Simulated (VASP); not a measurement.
# MgGe2N3 (Cmc2_1) in VASP: a series of runs

MgGe2N3 is run at these levels: PBE; tasks: single point, relaxation of cell and atoms.

Program: VASP 6.6.1. These are calculated values, not measurements. Logs are shortened: lines on timing, memory, paths and dates and some standing lists are left out, and cuts for length are marked.

## 1. The cell of the first run

Symmetry: Cmc2_1, No. 36, orthorhombic system. The conventional cell has a = 9.681 Å, b = 5.657 Å, c = 5.574 Å, α = 90.00°, β = 90.00°, γ = 90.00°. Within 2.8 Å of Mg (site symmetry m) lie 4 N at 2.10 to 2.14 Å. Within 2.5 Å of Ge (site symmetry 1) lie 4 N at 1.91 to 2.05 Å. N (site symmetry m) has 2 Ge at 1.91 Å and 2 Mg at 2.10 to 2.13 Å within 2.5 Å. N (site symmetry 1) has 3 Ge at 1.96 to 2.05 Å and 1 Mg at 2.14 Å within 2.6 Å.

## 2. Single point, PBE

INCAR

```
ALGO     = Normal         # electronic algorithm
EDIFF    = 1E-7           # SCF threshold, eV
ENCUT    = 520            # plane-wave cutoff, eV
GGA      = PE             # functional
ISIF     = 2              # what is computed and relaxed
ISMEAR   = 0              # smearing method
LASPH    = T              # aspherical terms in the spheres
LCHARG   = T              # write CHGCAR
LELF     = T              # ELF
LREAL    = F              # projectors in reciprocal space
LVHAR    = T            
LWAVE    = F              # write WAVECAR
NBANDS   = 57             # bands
NELM     = 60             # most SCF steps
PREC     = Accurate       # precision mode
SIGMA    = 0.1            # smearing width, eV
```

KPOINTS

```
k-points
0
Gamma
  6 6 6
```

POSCAR

```
MgGe2N3
1.0
    4.8406009480     -2.8286603058      0.0000000000
    4.8406009480      2.8286603058      0.0000000000
    0.0000000000      0.0000000000      5.5739497038
Mg Ge N
2 4 6
Direct
    0.3335405618      0.6664594382      0.0049800552
    0.6664594382      0.3335405618      0.5049800552
    0.3322836196     -0.0003728765      0.4994716632
    0.6677163804      1.0003728765     -0.0005283368
    1.0003728765      0.6677163804      0.4994716632
   -0.0003728765      0.3322836196     -0.0005283368
    0.3130212865      0.6869787135      0.3869693785
    0.3322652137      0.0235246466      0.8670536198
    0.6677347863      0.9764753534      0.3670536198
    0.6869787135      0.3130212865      0.8869693785
    0.9764753534      0.6677347863      0.8670536198
    0.0235246466      0.3322652137      0.3670536198
```

Potentials or basis: VASP PAW PBE potentials, release 64 (Mg, Ge_d, N).

The run is started by

```sh
> cat potpaw_PBE.64/Mg/POTCAR potpaw_PBE.64/Ge_d/POTCAR potpaw_PBE.64/N/POTCAR > POTCAR
> mpirun -np 1 vasp_std > vasp.out
```

OUTCAR:

```text
EDIFF = 1E-7
   ENCUT = 520
   GGA = PE
   ISIF = 2
   ISMEAR = 0
   LASPH = T
   LREAL = F
   NELM = 60
   PREC = Accurate

 ion  position               nearest neighbor table
   1  0.334  0.666  0.005-  10 2.10   7 2.13   8 2.14  11 2.14   4 3.23   6 3.23   6 3.25   4 3.25
                             4 3.25   6 3.25   2 3.36   2 3.36
   2  0.666  0.334  0.505-   7 2.10  10 2.13   9 2.14  12 2.14   3 3.23   5 3.23   3 3.25   5 3.25
                             3 3.25   5 3.25   1 3.36   1 3.36
   3  0.332  1.000  0.499-   7 1.91  12 1.96   9 1.96   8 2.05   2 3.23   2 3.25   2 3.25
   4  0.668  0.000  0.999-  10 1.91  11 1.96   8 1.96   9 2.05   1 3.23   1 3.25   1 3.25
   5  0.000  0.668  0.499-   7 1.91   9 1.96  12 1.96  11 2.05   2 3.23   2 3.25   2 3.25
   6  1.000  0.332  0.999-  10 1.91   8 1.96  11 1.96  12 2.05   1 3.23   1 3.25   1 3.25
   7  0.313  0.687  0.387-   3 1.91   5 1.91   2 2.10   1 2.13
   8  0.332  0.024  0.867-   6 1.96   4 1.96   3 2.05   1 2.14
   9  0.668  0.976  0.367-   5 1.96   3 1.96   4 2.05   2 2.14
  10  0.687  0.313  0.887-   4 1.91   6 1.91   1 2.10   2 2.13
  11  0.976  0.668  0.867-   4 1.96   6 1.96   5 2.05   1 2.14
  12  0.024  0.332  0.367-   3 1.96   5 1.96   6 2.05   2 2.14

  LATTYP: Found a base centered orthorhombic cell.
 ALAT       =     5.6573206116
 B/A-ratio  =     1.7112697973
 C/A-ratio  =     0.9852631814

  Lattice vectors:

 A1 = (  -4.8406009480,  -2.8286603058,   0.0000000000)
 A2 = (   4.8406009480,  -2.8286603058,   0.0000000000)
 A3 = (   0.0000000000,   0.0000000000,   5.5739497038)

Analysis of symmetry for initial positions (statically):
=====================================================================
 Subroutine PRICEL returns:
 Original cell was already a primitive cell.

 Routine SETGRP: Setting up the symmetry group for a
 base centered orthorhombic supercell.

 Subroutine GETGRP returns: Found  4 space group operations
 (whereof  2 operations were pure point group operations)
 out of a pool of  8 trial point group operations.

The static configuration has the point symmetry C_1h.
 The point group associated with its full space group is C_2v.

Analysis of symmetry for dynamics (positions and initial velocities):
=====================================================================
 Subroutine PRICEL returns:
 Original cell was already a primitive cell.

 Routine SETGRP: Setting up the symmetry group for a
 base centered orthorhombic supercell.

 Subroutine GETGRP returns: Found  4 space group operations
 (whereof  2 operations were pure point group operations)
 out of a pool of  8 trial point group operations.

The dynamic configuration has the point symmetry C_1h.
 The point group associated with its full space group is C_2v.

 Subroutine INISYM returns: Found  4 space group operations
 (whereof  2 operations are pure point group operations),
 and found     1 'primitive' translations

----------------------------------------------------------------------------------------

                                     Primitive cell

  volume of cell :     152.6417

  direct lattice vectors                    reciprocal lattice vectors
     4.840600948 -2.828660306  0.000000000     0.103292960 -0.176762123  0.000000000
     4.840600948  2.828660306  0.000000000     0.103292960  0.176762123  0.000000000
     0.000000000  0.000000000  5.573949704     0.000000000  0.000000000  0.179405996

  length of vectors
     5.606490584  5.606490584  5.573949704     0.204729782  0.204729782  0.179405996

  position of ions in fractional coordinates (direct lattice)
     0.333540562  0.666459438  0.004980055
     0.666459438  0.333540562  0.504980055
     0.332283620  0.999627123  0.499471663
     0.667716380  0.000372877  0.999471663
     0.000372877  0.667716380  0.499471663
     0.999627123  0.332283620  0.999471663
     0.313021287  0.686978713  0.386969378
     0.332265214  0.023524647  0.867053620
     0.667734786  0.976475353  0.367053620
     0.686978713  0.313021287  0.886969378
     0.976475353  0.667734786  0.867053620
     0.023524647  0.332265214  0.367053620

  ion indices of the primitive-cell ions
   primitive index   ion index
                 1           1
                 2           2
                 3           3
                 4           4
                 5           5
                 6           6
                 7           7
                 8           8
                 9           9
                10          10
                11          11
                12          12

----------------------------------------------------------------------------------------

 KPOINTS: k-points

Automatic generation of k-mesh.
 Grid dimensions read from file:
 generate k-points for:    6    6    6

 Generating k-lattice:

  Cartesian coordinates                     Fractional coordinates (reciprocal lattice)
     0.017215493 -0.029460354  0.000000000     0.166666667  0.000000000  0.000000000
     0.017215493  0.029460354  0.000000000     0.000000000  0.166666667  0.000000000
     0.000000000  0.000000000  0.029900999     0.000000000  0.000000000  0.166666667

  Length of vectors
     0.034121630  0.034121630  0.029900999

  Shift w.r.t. Gamma in fractional coordinates (k-lattice)
     0.000000000  0.000000000  0.000000000

 Subroutine IBZKPT returns following result:
 ===========================================

 Found     52 irreducible k-points:

 Following reciprocal coordinates:
            Coordinates               Weight
  0.000000  0.000000  0.000000      1.000000
  0.166667 -0.000000  0.000000      4.000000
  0.333333  0.000000  0.000000      4.000000
  0.500000  0.000000  0.000000      2.000000
  0.166667  0.166667  0.000000      2.000000
  0.333333  0.166667  0.000000      4.000000
[... 16 lines left out ...]
  0.333333  0.333333  0.166667      4.000000
  0.500000  0.333333  0.166667      8.000000
 [... further k-points ...]
   k-points           NKPTS =     52   k-points in BZ     NKDIM =     52   number of bands    NBANDS=     57
   number of dos      NEDOS =    301   number of ions     NIONS =     12
   total plane-waves  NPLWV =  74088
   dimension x,y,z NGX =    42 NGY =   42 NGZ =   42
   dimension x,y,z NGXF=    84 NGYF=   84 NGZF=   84
   ions per type =               2   4   6
   NGX,Y,Z   is equivalent  to a cutoff of  12.45, 12.45, 12.53 a.u.
   NGXF,Y,Z  is equivalent  to a cutoff of  24.91, 24.91, 25.05 a.u.
 SYSTEM =  unknown system
   PREC   = accura    normal or accurate (medium, high low for compatibility)
   ISTART =      0    job   : 0-new  1-cont  2-samecut
   ICHARG =      2    charge: 1-file 2-atom 10-const
   ISPIN  =      1    spin polarized calculation?
   LNONCOLLINEAR =      F non collinear calculations
   LSORBIT =      F    spin-orbit coupling
   LASPH  =      T    aspherical Exc in radial PAW
   ENCUT  =  520.0 eV  38.22 Ry    6.18 a.u.  10.42 10.42 10.36*2*pi/ulx,y,z
   NELM   =     60;   NELMIN=  2; NELMDL= -5     # of ELM steps
   EDIFF  = 0.1E-06   stopping-criterion for ELM
   LREAL  =      F    real-space projection
   EDIFFG = 0.1E-05   stopping-criterion for IOM
   NSW    =      0    number of steps for IOM
   IBRION =     -1    ionic relax: 0-MD 1-quasi-New 2-CG
   NFREE  =      0    steps in history (QN), initial steepest desc. (CG)
   ISIF   =      2    stress and relaxation
   ISYM   =      2    0-nonsym 1-usesym 2-fastsym
   POTIM  = 0.5000    time-step for ionic-motion
   TEBEG  =    0.0;   TEEND  =   0.0 temperature during run
   PSTRESS=    0.0 pullay stress
   NELECT =      90.0000    total number of electrons
   NUPDOWN=      -1.0000    fix difference up-down
   EMIN   =  10.00;   EMAX   =-10.00  energy-range for DOS
   EFERMI =   0.00;   METHOD = LEGACY
   ISMEAR =     0;   SIGMA  =   0.10  broadening in eV -4-tet -1-fermi 0-gaus
   EFERMI_NEDOS =   21; number of points for ismear=-14 and -15
   IALGO  =     38    algorithm
   IMIX   =      4    mixing-type and parameters
     AMIX     =   0.40;   BMIX     =  1.00
     AMIX_MAG =   1.60;   BMIX_MAG =  1.00
  volume/ion in A,a.u.               =      12.72        85.84
  Fermi-wavevector in a.u.,A,eV,Ry     =   1.372771  2.594160 25.640166  1.884499
  Thomas-Fermi vector in A             =   2.498348
   LORBIT       =      0    0 simple, 1 ext, 2 COOP (PROOUT), +10 PAW based schemes
   GGA     = PE    functional components
   LHFCALC =     F    Hartree Fock is set to
   AEXX    =    0.0000 exact exchange contribution
   IVDW    =     0    specifies the selected vdW correction
   LEPSILON=     F    determine dielectric tensor
   LRPA    =     F    only Hartree local field effects (RPA)
 non-spin polarized calculation
 Gauss-broadening in eV      SIGMA  =   0.10
  energy-cutoff  :      520.00
  volume of cell :      152.64
 maximum number of plane-waves:      4136
 NGX is ok and might be reduce to    42
   NGX = 21   NGY = 21   NGZ = 21

 number of electron      90.0000002 magnetization

 Free energy of the ion-electron system (eV)
  ---------------------------------------------------
  ext. energy  EPLUGINS =         0.00000000
  ---------------------------------------------------
  free energy    TOTEN  =       -72.75642530 eV

  energy without entropy =      -72.73456254  energy(sigma->0) =      -72.74549392

 E-fermi :   7.4182     XC(G=0): -10.7696

 val. band max:        7.4115377741   @ k =   0.5000   0.3333   0.3333
 cond. band min:       7.4197779370   @ k =   0.5000   0.1667   0.3333
 fundamental gap:      0.0082401629
 Fermi energy:         7.4181738950

 k-point     1 :       0.0000    0.0000    0.0000
  band No.  band energies     occupation
      1     -19.3222      2.00000
      2     -19.3207      2.00000
      3     -19.3122      2.00000
      4     -19.3032      2.00000
      5     -19.2869      2.00000
      6     -19.2831      2.00000
[... 1429 lines left out ...]
     56      11.9986      0.00000
     57      12.3418      0.00000

 [... further k-points ...]
[... 5 lines left out ...]
  --------------------------------------------------------------------------------------
  -------------------------------------------------------------------------------------
  Total       -0.2348352     -0.2338655     -0.1081096      0.0000000      0.0000000      0.0000000
  in kB       -2.4649080     -2.4547295     -1.1347535      0.0000000      0.0000000      0.0000000
  external PRESSURE =      -2.0181303 kB  Pullay stress =       0.0000000 kB

 VOLUME and BASIS-vectors are now :
 -----------------------------------------------------------------------------
  energy-cutoff  :      520.00
  volume of cell :      152.64
      direct lattice vectors                 reciprocal lattice vectors
     4.840600948 -2.828660306  0.000000000     0.103292960 -0.176762123  0.000000000
     4.840600948  2.828660306  0.000000000     0.103292960  0.176762123  0.000000000
     0.000000000  0.000000000  5.573949704     0.000000000  0.000000000  0.179405996

 POSITION                                       TOTAL-FORCE (eV/Angst)
 -----------------------------------------------------------------------------------
      4.84060      0.94171      0.02776         0.000000     -0.002498      0.001588
      4.84060     -0.94171      2.81473         0.000000      0.002498      0.001588
      6.44725      1.88769      2.78403        -0.007306     -0.004902     -0.011212
      3.23395     -1.88769      5.57100         0.007306      0.004902     -0.011212
      3.23395      1.88769      2.78403         0.007306     -0.004902     -0.011212
      6.44725     -1.88769      5.57100        -0.007306      0.004902     -0.011212
      4.84060      1.05780      2.15695         0.000000      0.002289     -0.001137
      1.72224     -0.87332      4.83291        -0.004424     -0.002363      0.010987
      7.95897      0.87332      2.04594         0.004424      0.002363      0.010987
      4.84060     -1.05780      4.94392         0.000000     -0.002289     -0.001137
      7.95897     -0.87332      4.83291         0.004424     -0.002363      0.010987
      1.72224      0.87332      2.04594        -0.004424      0.002363      0.010987
 -----------------------------------------------------------------------------------
    total drift:                                0.000001     -0.000000     -0.000872

  FREE ENERGIE OF THE ION-ELECTRON SYSTEM (eV)
  ---------------------------------------------------
  free  energy   TOTEN  =       -72.7564252971 eV

  energy  without entropy=      -72.7345625422  energy(sigma->0) =      -72.74549392
```

It took 16 min on 1 thread of Oxide Virtual Turin-like, shared host; peak memory 0.44 GiB.

What came out:

| Property | Result |
| --- | --- |
| Free energy | -72.7564 eV |
| Pressure | -0.2 GPa |
| Largest force | 0.014 eV/Å |
| Band gap on the k mesh | zero (band 45 reaches 7.65 eV, above the bottom of band 46 at 7.22 eV) |

Forces on the atoms (eV/Å):
```
Mg   0.000 -0.002  0.002
Mg   0.000  0.002  0.002
Ge  -0.007 -0.005 -0.011
Ge   0.007  0.005 -0.011
Ge   0.007 -0.005 -0.011
Ge  -0.007  0.005 -0.011
N    0.000  0.002 -0.001
N   -0.004 -0.002  0.011
N    0.004  0.002  0.011
N    0.000 -0.002 -0.001
N    0.004 -0.002  0.011
N   -0.004  0.002  0.011
```

## 3. Relaxation of cell and atoms, PBE

This run uses another cell than the first one, of 13.05 Å³/atom, 1.026 times its volume.

INCAR

```
  ALGO = Normal
  EDIFF = 1E-6
  EDIFFG = -0.08
  ENCUT = 600
  GGA = PE
  IBRION = 2
  ISIF = 3
  ISMEAR = 0
  LASPH = True
  LCHARG = False
  LREAL = False
  LWAVE = False
  NELM = 80
  NSW = 36
  PREC = Accurate
  SIGMA = 0.2
```

KPOINTS

```
k-points
0
Gamma
  3 3 3
```

POSCAR

```
MgGe2N3
1.0
    5.0000000000     -2.9000000000      0.0000000000
    5.0000000000      2.9000000000      0.0000000000
    0.0000000000      0.0000000000      5.4000000000
Mg Ge N
2 4 6
Direct
    0.6667000000      0.3333000000      0.0000000000
    0.3333000000      0.6667000000      0.5000000000
    0.0000000000      0.3334000000      0.5000000000
    0.0000000000      0.6666000000      0.0000000000
    0.6666000000      0.0000000000      0.5000000000
    0.3334000000      0.0000000000      0.0000000000
    0.6667000000      0.3333000000      0.6250000000
    0.0000000000      0.3334000000      0.1250000000
    0.0000000000      0.6666000000      0.6250000000
    0.3333000000      0.6667000000      0.1250000000
    0.6666000000      0.0000000000      0.1250000000
    0.3334000000      0.0000000000      0.6250000000
```

Potentials or basis: VASP PAW PBE potentials, release 64 (Mg, Ge_d, N).

The run is started by

```sh
> cat potpaw_PBE.64/Mg/POTCAR potpaw_PBE.64/Ge_d/POTCAR potpaw_PBE.64/N/POTCAR > POTCAR
> mpirun -np 1 vasp_std > vasp.out
```

Wall time 14 min (1 thread of Oxide Virtual Turin-like, shared host); peak memory 0.35 GiB.

The run converged. Its results:

```
Free energy                            : -72.8224 eV
Relaxed volume                         : 12.67 Å³/atom
Relaxed cell                           : a = 5.603 Å, b = 5.603 Å, c = 5.554 Å, α = 90.00°, β = 90.00°, γ = 60.71°
Space group after relaxing (to 0.05 Å) : Cmc2_1 (No. 36)
Energy gained by relaxing              : 70.3 meV/atom
Ionic steps                            : 9
Pressure after relaxing                : -0.2 GPa
Largest force after relaxing           : 0.055 eV/Å
Band gap on the k mesh                 : zero (band 45 reaches 7.50 eV, above the bottom of band 46 at 7.27 eV)
```

Forces in eV/Å, atoms in the order of the input:
```
Mg   0.000  0.018 -0.051
Mg   0.000 -0.018 -0.051
Ge  -0.024  0.013  0.031
Ge   0.024 -0.013  0.031
Ge   0.024  0.013  0.031
Ge  -0.024 -0.013  0.031
N    0.000  0.043  0.034
N   -0.045  0.019 -0.022
N    0.045 -0.019 -0.022
N    0.000 -0.043  0.034
N    0.045  0.019 -0.022
N   -0.045 -0.019 -0.022
```

Stress tensor (GPa, compression positive):
```
-0.13  0.00  0.00
 0.00 -0.40  0.00
 0.00  0.00 -0.10
```

Step by step:
```csv
step,energy change (eV),largest force (eV/Å),pressure (GPa),volume (Å³)
1,0.0000,1.9781,-3.67,156.60
2,-0.6723,0.6491,1.66,149.91
3,-0.6765,0.5899,2.24,149.36
4,-0.8029,0.2120,-0.17,152.06
5,-0.8142,0.1856,-1.02,153.21
6,-0.8375,0.0904,0.03,151.91
7,-0.8387,0.1056,0.20,151.60
8,-0.8387,0.1109,0.41,151.52
9,-0.8431,0.0551,-0.21,152.08
```

Final structure:
```
Mg Ge N
1.0
     4.83492   -2.83145    0.00000
     4.83492    2.83145    0.00000
     0.00000    0.00000    5.55450
Mg Ge N
2 4 6
Cartesian
  4.8349 -0.9431 5.5366
  4.8349 0.9431 2.7594
  1.6053 0.9386 2.7753
  8.0646 -0.9386 5.5525
  8.0646 0.9386 2.7753
  1.6053 -0.9386 5.5525
  4.8349 -1.0644 3.4045
  1.7239 0.8747 0.7388
  7.9460 -0.8747 3.5160
  4.8349 1.0644 0.6273
  7.9460 0.8747 0.7388
  1.7239 -0.8747 3.5160
```

Levels at points of the mesh, in eV from the Fermi level:
```
           k point  band 41  band 42  band 43  band 44  band 45  band 46  band 47  band 48  band 49  band 50
(0.00, 0.00, 0.00)    -4.15    -3.81    -3.64    -3.63    -2.14     0.52     0.92     1.13     2.26     2.35
```

Caveat: the k points lie up to 0.43 Å⁻¹ apart in the final cell; the relaxation stopped at a loose force limit of 0.08 eV/Å, so its end isn't a converged minimum.
